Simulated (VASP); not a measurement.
Wanted: the native input for a VASP 6.6.1 run.

```yaml
Task: single point
Functional: PBE
Potentials_or_basis: VASP PAW PBE potentials, release 64 (Si, Mo_sv)
Cutoff: 520 eV
k_mesh: 1 × 1 × 1, shifted
Occupations: fermi-dirac, width 0.1069 eV
Spin: no spin polarisation
Dipole_correction: no
Further_INCAR_settings: LREAL = Auto; ALGO = Normal; EDIFF = 1e-06; NBANDS = 111; ISYM = 0
```

The structure of Si5Mo3 lies in POSCAR:

```
Si5Mo3
1.0
    7.4574090000      0.0809830000      0.1775480000
    0.0809830000      6.8034930000      0.1053960000
    0.1775480000      0.1053960000      7.5398230000
Si Mo
15 9
Direct
    0.8984281533      1.0254777700      0.8578386553
    0.5724365518      0.1371429626      0.3446068582
    0.7682463532      0.5375307571      0.5501097048
    0.4745515289      0.3174389426      0.7221314785
    0.3009111181      0.7958920905      0.4665836307
    0.0942180303      0.2665981035      0.9645205734
    0.1458601345      0.8896366291      0.1125491517
    0.6186035713      0.8107574768      0.5368496818
    0.3282558869      0.8166563122      0.8605578029
    0.1546532995      0.1218682551      0.6477844625
    0.7601377620      0.4059173846      0.8594318450
    0.5869738251      0.6668028009      0.2363553658
    0.1373348131      0.5560748848      0.2347112671
    0.5129581388      0.0940039073      0.0381341409
    0.3834573552      0.4147812225      0.4254367287
    0.7913077762      0.1618808714      0.5540736554
    0.8164480432      0.9193208965      0.1738045492
    0.6461940529      0.7596319789      0.8552356423
    0.0352370575      0.6369835474      0.9511963627
    0.4225852369      0.4575808860      0.0205171449
    0.8301537382      0.3784517913      0.2489235568
    0.2137008229      0.1505427759      0.2923274512
    0.1231053189      0.4981603296      0.6198930387
    0.9825677163      0.8598971475      0.5431467486
```

These files were run (other wordings do the same):

INCAR

```
SYSTEM = Si5Mo3
PREC     = Accurate       ! precision mode
ENCUT    = 520            ! plane-wave cutoff, eV
EDIFF    = 1E-6           ! SCF threshold, eV
ISMEAR   = -1             ! smearing method
SIGMA    = 0.1069         ! smearing width, eV
LREAL    = Auto         
LASPH    = .True.         ! aspherical terms in the spheres
NELM     = 100            ! most SCF steps
ALGO     = Normal         ! electronic algorithm
ISIF     = 2              ! what is computed and relaxed
LWAVE    = .False.        ! write WAVECAR
LCHARG   = .False.        ! write CHGCAR
GGA      = PE             ! functional
NBANDS   = 111            ! bands
ISYM     = 0
```

KPOINTS

```
Automatic mesh
0
Gamma
  1 1 1
  0.25 0.25 0.25
```

Potentials or basis: VASP PAW PBE potentials, release 64 (Si, Mo_sv).

Command:

```sh
$ cat potpaw_PBE.64/Si/POTCAR potpaw_PBE.64/Mo_sv/POTCAR > POTCAR
$ mpirun -np 1 vasp_std > vasp.out
```

Results of the run:

| Quantity | Value |
| --- | --- |
| Pressure | -3.6 GPa |
| Largest force | 3.793 eV/Å |

Caveat: the k points lie up to 0.92 Å⁻¹ apart, too coarse for converged energies, forces and pressures; the atoms stand as in a frame of molecular dynamics.

It took 3.1 min on 1 thread of Intel(R) Xeon(R) Platinum 8375C CPU @ 2.90GHz (Ice Lake), on a shared host, peak memory 0.39 GiB.
